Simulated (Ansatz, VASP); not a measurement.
TePb: VASP beside Ansatz

```
Te Pb
1.0
     0.00000    3.22242    3.22242
     3.22242    0.00000    3.22242
     3.22242    3.22242    0.00000
Te Pb
1 1
Direct
  0.50000 0.50000 0.50000
  0.00000 0.00000 0.00000
```

Alike in both runs: functional PBEsol; k mesh 14 × 14 × 14; occupations gaussian, width 0.025 eV; no spin polarisation.

Ansatz relaxed the structure, and its values are those at the end. VASP's run is a single point on that final structure, the one shown.

|  | VASP | Ansatz |
| --- | --- | --- |
| version | VASP 6.6.1 | Ansatz 0.2.0 |
| potentials or method | VASP PAW PBE potentials, release 64 (Te, Pb_d) | PAW with Ansatz's default frozen-core files, scalar-relativistic |
| plane-wave cutoff (eV) | 520 | 420 |
| valence electrons in the cell | 20 | 30 |

```csv
,VASP,Ansatz,Ansatz less VASP
pressure (GPa),-0.1,0.0,+0.03
```

VASP's potentials were made for PBE, not for PBEsol. VASP's potentials hold 20 valence electrons a cell and Ansatz's 30, so a difference there can come from the potentials and not from the codes.

Neither program's run includes spin-orbit coupling.
